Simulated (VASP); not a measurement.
A run of VASP 6.6.1 is set up as follows.

The input INCAR:

```
SYSTEM = Na
  PREC = Accurate
  ENCUT = 520
  EDIFF = 1E-7
  ISMEAR = -1
  SIGMA = 0.06122561905347299
  LREAL = .FALSE.
  LASPH = .TRUE.
  NELM = 60
  ALGO = Normal
  ISIF = 2
  LWAVE = .FALSE.
  LCHARG = .FALSE.
  GGA = PE
  NBANDS = 10
```

Contents of KPOINTS:

```
Automatic mesh
0
G
  19 19 19
  0 0 0
```

POSCAR

```
Na
1.0
   -2.1267166681      2.1267166681      2.1267166681
    2.1267166681     -2.1267166681      2.1267166681
    2.1267166681      2.1267166681     -2.1267166681
Na
1
Direct
    0.0000000000      0.0000000000      0.0000000000
```

Potentials or basis: VASP PAW PBE potentials, release 64 (Na_pv).

Command:

```console
$ cat potpaw_PBE.64/Na_pv/POTCAR > POTCAR
$ mpirun -np 1 vasp_std > vasp.out
```

(1) What does it give for the pressure?

## Answers

(1) -0.3 GPa.
